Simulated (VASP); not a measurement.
Runs of VASP 6.6.1 on Hf. The structure is that of space group P6_3/mmc (No. 194), or close to it. The cells are those of the table. 

```tsv
cell	further INCAR settings	gap on the mesh (eV)	pressure (GPa)
a = 3.287, b = 3.287, c = 4.784 Å, angles 90.0, 90.0, 120.0°, 2 atoms	ALGO = Fast; EDIFF = 1e-06; NBANDS = 17	none	-3.5
a = 3.375, b = 3.375, c = 4.538 Å, angles 90.0, 90.0, 120.0°, 2 atoms	ALGO = Fast; EDIFF = 1e-06; NBANDS = 17	none	-2.7
a = 3.145, b = 3.145, c = 5.225 Å, angles 90.0, 90.0, 120.0°, 2 atoms	ALGO = Fast; EDIFF = 1e-06; NBANDS = 17	none	-3.9
a = 3.444, b = 3.444, c = 4.359 Å, angles 90.0, 90.0, 120.0°, 2 atoms	ALGO = Fast; EDIFF = 1e-07; NBANDS = 17	none	-1.9
a = 3.008, b = 3.008, c = 5.711 Å, angles 90.0, 90.0, 120.0°, 2 atoms	ALGO = Fast; EDIFF = 1e-06; NBANDS = 17	none	(a)
a = 2.929, b = 2.929, c = 6.025 Å, angles 90.0, 90.0, 120.0°, 2 atoms	ALGO = Fast; EDIFF = 1e-06; NBANDS = 17	none	-2.7
a = 3.097, b = 3.097, c = 5.390 Å, angles 90.0, 90.0, 120.0°, 2 atoms	ALGO = Fast; EDIFF = 1e-06; NBANDS = 17	none	-4.1
a = 3.240, b = 3.240, c = 4.922 Å, angles 90.0, 90.0, 120.0°, 2 atoms	ALGO = Fast; EDIFF = 1e-07; NBANDS = 17	none	-3.9
```

Alike in all rows: task single point; level PBEsol; potentials or basis VASP PAW PBE potentials, release 64 (Hf_pv); no spin polarisation; k mesh 18 × 18 × 10; cutoff (eV) 520; smearing gaussian 0.15 eV.

Task: Estimate the missing entries.

Result: (a) -3.8.

Caveats: the PAW data sets were made with another functional, which shifts forces and pressure a little; spin-orbit coupling is left out, which moves the levels of the heavy elements.

A k mesh can miss the band edges, and the runs leave out spin-orbit coupling on Hf.

A gap of «none» marks levels without a gap at the run's occupations.
